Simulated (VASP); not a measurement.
Set up this calculation in VASP 6.6.1, as the native input.

| Quantity | Value |
| --- | --- |
| Task | single point |
| Functional | PBE |
| Potentials or basis | VASP PAW PBE potentials, release 64 (Sn_d) |
| Cutoff | 520 eV |
| k mesh | 9 × 9 × 9 |
| Occupations | gaussian, width 0.1 eV |
| Spin | no spin polarisation |
| Dipole correction | no |
| Further INCAR settings | ALGO = Normal; EDIFF = 1e-06; NBANDS = 21 |

The structure of Sn lies in POSCAR:

```
Sn
1.0
   -2.9401404553      2.9401404553      1.5993019889
    2.9401404553     -2.9401404553      1.5993019889
    2.9401404553      2.9401404553     -1.5993019889
Sn
2
Direct
    0.0000000000      0.0000000000      0.0000000000
    0.7500000000      0.2500000000      0.5000000000
```

One way to write it, as run:

INCAR

```
SYSTEM = Sn
PREC = Accurate ; ENCUT = 520
EDIFF = 1E-6 ; ISMEAR = 0
SIGMA = 0.1 ; LREAL = .False.
LASPH = .True. ; NELM = 100
ALGO = Normal ; ISIF = 2
LWAVE = .False. ; LCHARG = .False.
GGA = PE ; NBANDS = 21
```

KPOINTS

```
Automatic mesh
0
Gamma
  9 9 9
  0 0 0
```

Potentials or basis: VASP PAW PBE potentials, release 64 (Sn_d).

Command:

```console
$ cat potpaw_PBE.64/Sn_d/POTCAR > POTCAR
$ mpirun -np 1 vasp_std > vasp.out
```

It gave:

* Pressure: 1.4 GPa
* Band gap on the k mesh: zero (band 14 reaches 8.97 eV, above the bottom of band 15 at 5.01 eV)

Caveat: spin-orbit coupling is left out, which moves the levels of the heavy elements.

Run time: 70 s on 1 thread of Intel(R) Xeon(R) Platinum 8488C (Sapphire Rapids) (shared host), peak memory 0.23 GiB.
